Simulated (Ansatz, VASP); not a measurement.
## GaN: VASP beside Ansatz

The input INCAR:

```
PREC = Accurate ; ENCUT = 520
EDIFF = 1E-7 ; ISMEAR = 0
SIGMA = 0.1 ; LREAL = False
LASPH = True ; NELM = 60
ALGO = Normal ; ISIF = 2
LWAVE = False ; LCHARG = False
GGA = PE ; NBANDS = 16
```

KPOINTS

```
regular mesh
0
Gamma
  6 6 6
```

Contents of POSCAR:

```
GaN
1.0
    3.3623210400      0.0000000000      0.0000000000
   -1.6811605200      2.9118554400      0.0000000000
    0.0000000000      0.0000000000      2.9622533800
Ga N
1 1
Direct
    0.0000000000      0.0000000000      0.9726910200
    0.0000000000      0.0000000000      0.4169654700
```

Input for Ansatz:

```yaml
crystal:
  lattice:
    - [3.36232104, 0.0, 0.0]
    - [-1.68116052, 2.91185544, 0.0]
    - [0.0, 0.0, 2.96225338]
  atoms:
    - { symbol: Ga, position: [0.0, 0.0, 0.97269102] }
    - { symbol: "N", position: [0.0, 0.0, 0.41696547] }
basis:
  ecutwfc: 420
kpoints:
  mp_grid: { grid: [6, 6, 6] }
hamiltonian:
  xc: pbe
scf:
  occupations: { method: gaussian, width: 0.1 }
  lower_state_search: "off"
output:
  forces: true
  stress: true
  eigenvalues: true
```

Alike in both runs: task single point; functional PBE; k mesh 6 × 6 × 6; occupations gaussian, width 0.1 eV; no spin polarisation.

|  | VASP | Ansatz |
| --- | --- | --- |
| version | VASP 6.6.1 | Ansatz 0.2.0 |
| potentials or method | VASP PAW PBE potentials, release 64 (Ga_d, N), cutoff 520 eV | scalar-relativistic, plane waves, PAW |
| valence electrons in the cell | 18 | 18 |

|  | VASP | Ansatz | Ansatz less VASP |
| --- | --- | --- | --- |
| gap on the k mesh at the Fermi level (eV) | 0.85 | 0.87 | +0.022 |
| least direct gap on the mesh (eV) | 1.23 | 1.25 | +0.020 |
| rms of the force components (eV/Å) | 19.595 | 19.728 | +0.1326 |

Atom by atom the forces differ by 0.133 eV/Å (rms over components).
